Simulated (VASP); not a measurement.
Write the native input for VASP 6.6.1 that does the following.

* Task: single point
* Functional: PBE
* Dispersion: D3(BJ)
* Potentials or basis: VASP PAW PBE potentials, release 64 (Al, Si)
* Cutoff: 520 eV
* k mesh: 5 × 4 × 1
* Occupations: gaussian, width 0.1 eV
* Spin: no spin polarisation
* Dipole correction: yes
* Further INCAR settings: LREAL = Auto; ALGO = Normal; EDIFF = 1e-06; NBANDS = 56

The structure of Al24Si lies in POSCAR:

```
Al24Si
1.0
    5.6324246406      0.0000000000      0.0000000000
    0.0000000000      7.9654513158      0.0000000000
    0.0000000000      0.0000000000     26.0405308008
Al Si
24 1
Direct
    0.2499999716      0.2500000215      0.3264142373
    0.2499999716      0.7499999389      0.3264142373
    0.7499999147      0.2500000215      0.3264142373
    0.7499999147      0.7499999389      0.3264142373
    0.4999999431      0.5000000429      0.3804878662
    0.4999999431      0.0000000000      0.3804878662
    0.0000000000      0.5000000429      0.3804878662
    0.0000000000      0.0000000000      0.3804878662
    0.7499999147      0.7499999389      0.4345614952
    0.7499999147      0.2500000215      0.4345614952
    0.2499999716      0.7499999389      0.4345614952
    0.2499999716      0.2500000215      0.4345614952
    0.0018698874      0.0054127504      0.4895113735
    0.0028971537      0.5054181917      0.4903238378
    0.4981312985      0.0054119972      0.4895112967
    0.4971013691      0.5054193216      0.4903246058
    0.2500005042      0.2651134150      0.5491153045
    0.2500001491      0.7630421377      0.5463581026
    0.7499984944      0.2645597740      0.5454916456
    0.7500004473      0.7569597454      0.5441309975
    0.4999150774      0.5187319382      0.6005831878
    0.5103828606      0.0181949515      0.5977028318
    0.0000795395      0.5187279209      0.6005816517
   -0.0103818522      0.0181950770      0.5977020253
    0.2500122221      0.8224612442      0.6466385470
```

One way to write it, as run:

INCAR

```
SYSTEM = Al24Si
ALGO = Normal
DIPOL = 0.5 0.5 0.470
EDIFF = 1E-6
ENCUT = 520
GGA = PE
IDIPOL = 3
ISIF = 2
ISMEAR = 0
IVDW = 12
LASPH = .TRUE.
LCHARG = .FALSE.
LDIPOL = .TRUE.
LREAL = Auto
LWAVE = .FALSE.
NBANDS = 56
NELM = 100
PREC = Accurate
SIGMA = 0.1
```

KPOINTS

```
k-points
0
G
  5 4 1
  0 0 0
```

Potentials or basis: VASP PAW PBE potentials, release 64 (Al, Si).

Command:

```sh
$ cat potpaw_PBE.64/Al/POTCAR potpaw_PBE.64/Si/POTCAR > POTCAR
$ mpirun -np 1 vasp_std > vasp.out
```

Results of the run:

```
Largest force              : 0.433 eV/Å
Band gap on the k mesh     : zero (band 38 reaches 0.38 eV, above the bottom of band 39 at -0.21 eV)
Dispersion energy per atom : -0.256 eV
```

It took 35 min on 1 thread of Intel(R) Xeon(R) Platinum 8259CL CPU @ 2.50GHz (Skylake/Cascade Lake), with other jobs on the host, peak memory 1.1 GiB.
